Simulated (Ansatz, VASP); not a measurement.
RbBr: VASP beside Ansatz

```xyz
2
Lattice="0.0000 3.4270 3.4270 3.4270 0.0000 3.4270 3.4270 3.4270 0.0000" Properties=species:S:1:pos:R:3 pbc="T T T"
Rb    0.0000    0.0000    0.0000
Br    3.4270    3.4270    3.4270
```

Alike in both runs: task relaxation of cell and atoms; functional PBE; dispersion D4; k mesh 6 × 6 × 6; occupations methfessel-paxton of order 1, width 0.05 eV; no spin polarisation.

```csv
,VASP,Ansatz
version,VASP 6.6.1,Ansatz 0.2.0
potentials or method,"VASP PAW PBE potentials, release 64 (Rb_sv, Br)","plane waves, PAW"
plane-wave cutoff (eV),600,420
valence electrons in the cell,16,16
```

|  | VASP | Ansatz | Ansatz less VASP |
| --- | --- | --- | --- |
| relaxed volume (Å³/atom) | 41.70 | 41.53 | -0.164 |
| relaxed cell length with the largest relative difference (Å) | 4.904 | 4.898 | -0.0064 |
